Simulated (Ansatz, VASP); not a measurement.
Two plane-wave programs on GaS2

```
Ga S
1.0
     3.59820    0.00000    0.00000
     0.00000    3.59820    0.00000
     0.00000    0.00000    4.87500
Ga S
1 2
Direct
  0.00000 0.00000 0.00000
  0.50000 0.50000 0.29176
  0.50000 0.50000 0.70824
```

Change from the starting cell: species swapped into the Ga2Cu type (P4/mmm, No. 123).

Alike in both runs: functional PBE; k mesh 6 × 6 × 4; occupations gaussian, width 0.1 eV; no spin polarisation.

Ansatz relaxed the structure, and its values are those at the end. VASP's run is a single point on that final structure, the one shown.

|  | VASP | Ansatz |
| --- | --- | --- |
| version | VASP 6.6.1 | Ansatz 0.2.0 |
| potentials or method | VASP PAW PBE potentials, release 64 (Ga_d, S), cutoff 520 eV | scalar-relativistic, plane waves, PAW |
| valence electrons in the cell | 25 | 25 |

|  | VASP | Ansatz | Ansatz less VASP |
| --- | --- | --- | --- |
| gap on the k mesh at the Fermi level (eV) | none | none | - |
| pressure (GPa) | -0.1 | 0.1 | +0.22 |
| rms of the force components (eV/Å) | 0.069 | 0.002 | -0.0664 |

A gap of «none» marks a metal or a gap that the smearing closes.
